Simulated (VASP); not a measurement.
# SiC (zincblende type) (F-43m) in VASP: density of states with PBE

Aim: the density of states of SiC (zincblende type) with PBE.

All numbers are computed with VASP 6.6.1; they aren't measurements. Logs are shortened: lines on timing, memory, paths and dates and some standing lists are left out, and cuts for length are marked.

## Step 1: The cell of the first run

Symmetry: F-43m, No. 216, cubic system. Conventional cell: a = 4.380 Å, b = 4.380 Å, c = 4.380 Å, α = 90.00°, β = 90.00°, γ = 90.00°. Si (site symmetry -43m) has 4 C at 1.90 Å within 2.5 Å. Within 2.5 Å of C (site symmetry -43m) lie 4 Si at 1.90 Å.

## Step 2: Density of states, PBE

Input file POSCAR:

```
SiC
1.0
    0.0000000000      2.1898725656      2.1898725656
    2.1898725656      0.0000000000      2.1898725656
    2.1898725656      2.1898725656      0.0000000000
Si C
1 1
Direct
    0.0000000000      0.0000000000      0.0000000000
    0.2500000000      0.2500000000      0.2500000000
```

Input file INCAR.step1:

```
PREC = Accurate ; ENCUT = 520
EDIFF = 1E-6 ; ISMEAR = -1
SIGMA = 0.08 ; LREAL = False
LASPH = True ; NELM = 60
ALGO = Normal ; ISIF = 2
LWAVE = False ; LCHARG = True
GGA = PE ; NBANDS = 11
```

Input file KPOINTS.step1:

```
regular mesh
0
Gamma
  16 16 16
```

Input file INCAR.step2:

```
PREC = Accurate ; ENCUT = 520
EDIFF = 1E-6 ; ISMEAR = -5
SIGMA = 0.08 ; LREAL = False
LASPH = True ; NELM = 60
ALGO = Normal ; ISIF = 2
LWAVE = False ; LCHARG = False
GGA = PE ; LORBIT = 11
NEDOS = 1001 ; ICHARG = 11
```

Input file KPOINTS.step2:

```
regular mesh
0
Gamma
  24 24 24
```

Potentials or basis: VASP PAW PBE potentials, release 64 (Si, C).

Started as:

```sh
$ cat potpaw_PBE.64/Si/POTCAR potpaw_PBE.64/C/POTCAR > POTCAR
$ cp INCAR.step1 INCAR
$ cp KPOINTS.step1 KPOINTS
$ mpirun -np 1 vasp_std > vasp.out
$ cp INCAR.step2 INCAR
$ cp KPOINTS.step2 KPOINTS
$ mpirun -np 1 vasp_std > vasp.out
```

OUTCAR:

```text
PREC = Accurate
   ENCUT = 520
   EDIFF = 1E-6
   ISMEAR = -5
   LREAL = False
   LASPH = True
   NELM = 60
   ISIF = 2
   GGA = PE
   LORBIT = 11
   ICHARG = 11

 ion  position               nearest neighbor table
   1  0.000  0.000  0.000-   2 1.90   2 1.90   2 1.90   2 1.90
   2  0.250  0.250  0.250-   1 1.90   1 1.90   1 1.90   1 1.90

  LATTYP: Found a face centered cubic cell.
 ALAT       =     4.3797451312

  Lattice vectors:

 A1 = (   0.0000000000,   2.1898725656,   2.1898725656)
 A2 = (   2.1898725656,   0.0000000000,   2.1898725656)
 A3 = (   2.1898725656,   2.1898725656,   0.0000000000)

Analysis of symmetry for initial positions (statically):
=====================================================================
 Subroutine PRICEL returns:
 Original cell was already a primitive cell.

 Routine SETGRP: Setting up the symmetry group for a
 face centered cubic supercell.

 Subroutine GETGRP returns: Found 24 space group operations
 (whereof 24 operations were pure point group operations)
 out of a pool of 48 trial point group operations.

The static configuration has the point symmetry T_d .

Analysis of symmetry for dynamics (positions and initial velocities):
=====================================================================
 Subroutine PRICEL returns:
 Original cell was already a primitive cell.

 Routine SETGRP: Setting up the symmetry group for a
 face centered cubic supercell.

 Subroutine GETGRP returns: Found 24 space group operations
 (whereof 24 operations were pure point group operations)
 out of a pool of 48 trial point group operations.

The dynamic configuration has the point symmetry T_d .

 Subroutine INISYM returns: Found 24 space group operations
 (whereof 24 operations are pure point group operations),
 and found     1 'primitive' translations

----------------------------------------------------------------------------------------

                                     Primitive cell

  volume of cell :      21.0033

  direct lattice vectors                    reciprocal lattice vectors
     0.000000000  2.189872566  2.189872566    -0.228323788  0.228323788  0.228323788
     2.189872566  0.000000000  2.189872566     0.228323788 -0.228323788  0.228323788
     2.189872566  2.189872566  0.000000000     0.228323788  0.228323788 -0.228323788

  length of vectors
     3.096947482  3.096947482  3.096947482     0.395468402  0.395468402  0.395468402

  position of ions in fractional coordinates (direct lattice)
     0.000000000  0.000000000  0.000000000
     0.250000000  0.250000000  0.250000000

  ion indices of the primitive-cell ions
   primitive index   ion index
                 1           1
                 2           2

----------------------------------------------------------------------------------------

 KPOINTS: regular mesh

Automatic generation of k-mesh.
 Grid dimensions read from file:
 generate k-points for:   24   24   24

 Generating k-lattice:

  Cartesian coordinates                     Fractional coordinates (reciprocal lattice)
    -0.009513491  0.009513491  0.009513491     0.041666667  0.000000000  0.000000000
     0.009513491 -0.009513491  0.009513491     0.000000000  0.041666667  0.000000000
     0.009513491  0.009513491 -0.009513491     0.000000000  0.000000000  0.041666667

  Length of vectors
     0.016477850  0.016477850  0.016477850

  Shift w.r.t. Gamma in fractional coordinates (k-lattice)
     0.000000000  0.000000000  0.000000000

 TETIRR: Found   1864 inequivalent tetrahedra from    82944

 Subroutine IBZKPT returns following result:
 ===========================================

 Found    413 irreducible k-points:

 Following reciprocal coordinates:
            Coordinates               Weight
  0.000000  0.000000  0.000000      1.000000
  0.041667  0.000000  0.000000      8.000000
  0.083333  0.000000  0.000000      8.000000
  0.125000  0.000000  0.000000      8.000000
  0.166667  0.000000  0.000000      8.000000
  0.208333  0.000000  0.000000      8.000000
[... 16 lines left out ...]
  0.416667  0.041667  0.000000     24.000000
  0.458333  0.041667  0.000000     24.000000
 [... further k-points ...]
   k-points           NKPTS =    413   k-points in BZ     NKDIM =    413   number of bands    NBANDS=      8
   number of dos      NEDOS =   1001   number of ions     NIONS =      2
   total plane-waves  NPLWV =  13824
   dimension x,y,z NGX =    24 NGY =   24 NGZ =   24
   dimension x,y,z NGXF=    48 NGYF=   48 NGZF=   48
   ions per type =               1   1
   NGX,Y,Z   is equivalent  to a cutoff of  12.88, 12.88, 12.88 a.u.
   NGXF,Y,Z  is equivalent  to a cutoff of  25.77, 25.77, 25.77 a.u.
 SYSTEM =  unknown system
   PREC   = accura    normal or accurate (medium, high low for compatibility)
   ISTART =      0    job   : 0-new  1-cont  2-samecut
   ICHARG =     11    charge: 1-file 2-atom 10-const
   ISPIN  =      1    spin polarized calculation?
   LNONCOLLINEAR =      F non collinear calculations
   LSORBIT =      F    spin-orbit coupling
   LASPH  =      T    aspherical Exc in radial PAW
   ENCUT  =  520.0 eV  38.22 Ry    6.18 a.u.   5.76  5.76  5.76*2*pi/ulx,y,z
   NELM   =     60;   NELMIN=  2; NELMDL=  0     # of ELM steps
   EDIFF  = 0.1E-05   stopping-criterion for ELM
   LREAL  =      F    real-space projection
   EDIFFG = 0.1E-04   stopping-criterion for IOM
   NSW    =      0    number of steps for IOM
   IBRION =     -1    ionic relax: 0-MD 1-quasi-New 2-CG
   NFREE  =      0    steps in history (QN), initial steepest desc. (CG)
   ISIF   =      2    stress and relaxation
   ISYM   =      2    0-nonsym 1-usesym 2-fastsym
   POTIM  = 0.5000    time-step for ionic-motion
   TEBEG  =    0.0;   TEEND  =   0.0 temperature during run
   PSTRESS=    0.0 pullay stress
   NELECT =       8.0000    total number of electrons
   NUPDOWN=      -1.0000    fix difference up-down
   EMIN   =  10.00;   EMAX   =-10.00  energy-range for DOS
   EFERMI =   0.00;   METHOD = LEGACY
   ISMEAR =    -5;   SIGMA  =   0.08  broadening in eV -4-tet -1-fermi 0-gaus
   EFERMI_NEDOS =   21; number of points for ismear=-14 and -15
   IALGO  =     38    algorithm
   IMIX   =      4    mixing-type and parameters
     AMIX     =   0.40;   BMIX     =  1.00
     AMIX_MAG =   1.60;   BMIX_MAG =  1.00
  volume/ion in A,a.u.               =      10.50        70.87
  Fermi-wavevector in a.u.,A,eV,Ry     =   1.186705  2.242547 19.160649  1.408268
  Thomas-Fermi vector in A             =   2.322872
   LORBIT       =     11    0 simple, 1 ext, 2 COOP (PROOUT), +10 PAW based schemes
   GGA     = PE    functional components
   LHFCALC =     F    Hartree Fock is set to
   AEXX    =    0.0000 exact exchange contribution
   IVDW    =     0    specifies the selected vdW correction
   LEPSILON=     F    determine dielectric tensor
   LRPA    =     F    only Hartree local field effects (RPA)
 non-spin polarized calculation
 Fermi weights with tetrahedron method with Bloechl corrections
  energy-cutoff  :      520.00
  volume of cell :       21.00
 maximum number of plane-waves:       588

 number of electron       8.0000001 magnetization

 Free energy of the ion-electron system (eV)
  ---------------------------------------------------
  ext. energy  EPLUGINS =         0.00000000
  ---------------------------------------------------
  free energy    TOTEN  =       -15.06098504 eV

  energy without entropy =      -15.06098504  energy(sigma->0) =      -15.06098504

 E-fermi :   7.9408     XC(G=0): -11.2911

 val. band max:        7.9400813439   @ k =   0.0000   0.0000   0.0000
 cond. band min:       9.3108918599   @ k =   0.5000   0.5000   0.0000
 fundamental gap:      1.3708105161
 Fermi energy:         7.9408421203

 k-point     1 :       0.0000    0.0000    0.0000
  band No.  band energies     occupation
      1      -7.3463      2.00000
      2       7.9401      2.00000
      3       7.9401      2.00000
      4       7.9401      2.00000
      5      13.9992      0.00000
      6      15.1446      0.00000
      7      15.1446      0.00000
      8      15.1446      0.00000

 k-point     2 :       0.0417    0.0000    0.0000
  band No.  band energies     occupation
      1      -7.3128      2.00000
      2       7.7447      2.00000
      3       7.9155      2.00000
      4       7.9155      2.00000
      5      14.0935      0.00000
      6      15.1604      0.00000
      7      15.1911      0.00000
      8      15.1911      0.00000

 k-point     3 :       0.0833    0.0000    0.0000
  band No.  band energies     occupation
      1      -7.2122      2.00000
      2       7.2142      2.00000
      3       7.8455      2.00000
      4       7.8455      2.00000
      5      14.2535      0.00000
      6      15.2851      0.00000
      7      15.3188      0.00000
      8      15.3188      0.00000

 k-point     4 :       0.1250    0.0000    0.0000
  band No.  band energies     occupation
      1      -7.0454      2.00000
      2       6.4606      2.00000
      3       7.7398      2.00000
      4       7.7398      2.00000
      5      14.2689      0.00000
      6      15.4935      0.00000
      7      15.4935      0.00000
      8      15.6425      0.00000

 k-point     5 :       0.1667    0.0000    0.0000
  band No.  band energies     occupation
      1      -6.8137      2.00000
      2       5.5798      2.00000
      3       7.6114      2.00000
      4       7.6114      2.00000
      5      14.1478      0.00000
      6      15.6608      0.00000
      7      15.6608      0.00000
      8      16.1550      0.00000

 k-point     6 :       0.2083    0.0000    0.0000
  band No.  band energies     occupation
      1      -6.5192      2.00000
      2       4.6370      2.00000
      3       7.4732      2.00000
      4       7.4732      2.00000
      5      13.9761      0.00000
      6      15.7603      0.00000
      7      15.7603      0.00000
      8      16.6888      0.00000

 k-point     7 :       0.2500    0.0000    0.0000
  band No.  band energies     occupation
      1      -6.1656      2.00000
      2       3.6749      2.00000
      3       7.3363      2.00000
      4       7.3363      2.00000
      5      13.7978      0.00000
      6      15.7557      0.00000
      7      15.7557      0.00000
      8      17.1608      0.00000
[... 133 lines left out ...]
 k-point    20 :       0.2917    0.0417    0.0000
  band No.  band energies     occupation
      1      -5.8709      2.00000
      2       3.0525      2.00000
      3       7.0471      2.00000
      4       7.2761      2.00000
      5      13.7634      0.00000
      6      15.4558      0.00000
      7      15.9526      0.00000
      8      17.3611      0.00000

 k-point    21 :       0.3333    0.0417    0.0000
  band No.  band energies     occupation
      1      -5.4335      2.00000
      2       2.1287      2.00000
      3       6.9485      2.00000
      4       7.1355      2.00000
      5      13.6198      0.00000
      6      15.3237      0.00000
      7      15.7992      0.00000
      8      17.6784      0.00000

 k-point    22 :       0.3750    0.0417    0.0000
  band No.  band energies     occupation
      1      -4.9632      2.00000
      2       1.2607      2.00000
      3       6.8771      2.00000
      4       7.0075      2.00000
      5      13.5041      0.00000
      6      15.1761      0.00000
      7      15.6175      0.00000
      8      17.8934      0.00000

 k-point    23 :       0.4167    0.0417    0.0000
  band No.  band energies     occupation
      1      -4.4889      2.00000
      2       0.4863      2.00000
      3       6.8346      2.00000
      4       6.8975      2.00000
      5      13.4190      0.00000
      6      15.0526      0.00000
      7      15.4452      0.00000
      8      18.0121      0.00000

 k-point    24 :       0.4583    0.0417    0.0000
  band No.  band energies     occupation
      1      -4.0718      2.00000
      2      -0.1277      2.00000
      3       6.8095      2.00000
      4       6.8219      2.00000
      5      13.3656      0.00000
      6      14.9760      0.00000
      7      15.3076      0.00000
      8      18.0657      0.00000

 [... further k-points ...]

------------------------ aborting loop because EDIFF is reached ----------------------------------------

  FORCE on cell =-STRESS in cart. coord.  units (eV):
  Direction    XX          YY          ZZ          XY          YZ          ZX
  --------------------------------------------------------------------------------------
  -------------------------------------------------------------------------------------
  Total       -0.0068350     -0.0068350     -0.0068350      0.0000000      0.0000000      0.0000000
  in kB       -0.5213932     -0.5213932     -0.5213932      0.0000000      0.0000000      0.0000000
  external PRESSURE =      -0.5213932 kB  Pullay stress =       0.0000000 kB

 VOLUME and BASIS-vectors are now :
 -----------------------------------------------------------------------------
  energy-cutoff  :      520.00
  volume of cell :       21.00
      direct lattice vectors                 reciprocal lattice vectors
     0.000000000  2.189872566  2.189872566    -0.228323788  0.228323788  0.228323788
     2.189872566  0.000000000  2.189872566     0.228323788 -0.228323788  0.228323788
     2.189872566  2.189872566  0.000000000     0.228323788  0.228323788 -0.228323788

 POSITION                                       TOTAL-FORCE (eV/Angst)
 -----------------------------------------------------------------------------------
      0.00000      0.00000      0.00000        -0.000000      0.000000      0.000000
      1.09494      1.09494      1.09494         0.000000     -0.000000     -0.000000
 -----------------------------------------------------------------------------------
    total drift:                                0.000000      0.000000      0.000000

  FREE ENERGIE OF THE ION-ELECTRON SYSTEM (eV)
  ---------------------------------------------------
  free  energy   TOTEN  =       -15.0609850449 eV

  energy  without entropy=      -15.0609850449  energy(sigma->0) =      -15.06098504

 total charge

# of ion       s       p       d       tot
------------------------------------------
    1        0.706   0.961   0.000   1.667
    2        0.836   1.695   0.000   2.530
--------------------------------------------------
tot          1.542   2.655   0.000   4.198
```

Run time: 26 s. Hardware: 1 thread of Intel Xeon 6975P-C (Granite Rapids), shared host; peak memory 0.19 GiB.

What came out:

| Quantity | Value |
| --- | --- |
| Valence electrons inside the program's atomic spheres | Si 1.67; C 2.53 |
